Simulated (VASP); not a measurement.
Write the native input for VASP 6.6.1 that does the following.

| Item | Value |
| --- | --- |
| Task | single point |
| Functional | RPBE |
| Potentials or basis | VASP PAW PBE potentials, release 64 (Nb_sv) |
| Cutoff | 500 eV |
| k mesh | 8 × 8 × 8 |
| Occupations | gaussian, width 0.1 eV |
| Spin | non-collinear spin, zero start, spin-orbit coupling |
| Starting moments | [[0.0, 0.0, 0.0]] μB |
| Dipole correction | no |
| Further INCAR settings | ALGO = Normal; EDIFF = 1e-06; NBANDS = 24 |

The structure of Nb lies in POSCAR:

```
Nb
1.0
    0.0000000000      2.1150000000      2.1150000000
    2.1150000000      0.0000000000      2.1150000000
    2.1150000000      2.1150000000      0.0000000000
Nb
1
Direct
    0.0000000000      0.0000000000      0.0000000000
```

This isn't the form of Nb at room conditions, which is bcc.

The input as run:

INCAR

```
SYSTEM = Nb
ALGO = Normal
EDIFF = 1E-6
ENCUT = 500
GGA = RP
GGA_COMPAT = .False.
ISIF = 2
ISMEAR = 0
LASPH = .True.
LCHARG = .False.
LMAXMIX = 4
LNONCOLLINEAR = .True.
LORBIT = 11
LORBMOM = .True.
LREAL = .False.
LSORBIT = .True.
LWAVE = .False.
MAGMOM = 0 0 0
NBANDS = 24
NELM = 200
PREC = Accurate
SIGMA = 0.1
```

KPOINTS

```
k-points
0
Gamma
  8 8 8
  0 0 0
```

Potentials or basis: VASP PAW PBE potentials, release 64 (Nb_sv).

Command:

```sh
$ cat potpaw_PBE.64/Nb_sv/POTCAR > POTCAR
$ mpirun -np 1 vasp_ncl > vasp.out
```

Results of the run:

| Item | Value |
| --- | --- |
| Pressure | 0.6 GPa |
| Net moment | 0.00 μB per cell |
| Valence electrons inside the program's atomic spheres | Nb 10.64 |

Caveat: the PAW data sets were made with another functional, which shifts forces and pressure a little.

Run time: 66 s on 1 thread of Intel Xeon 8259CL, on a shared host, peak memory 0.2 GiB.
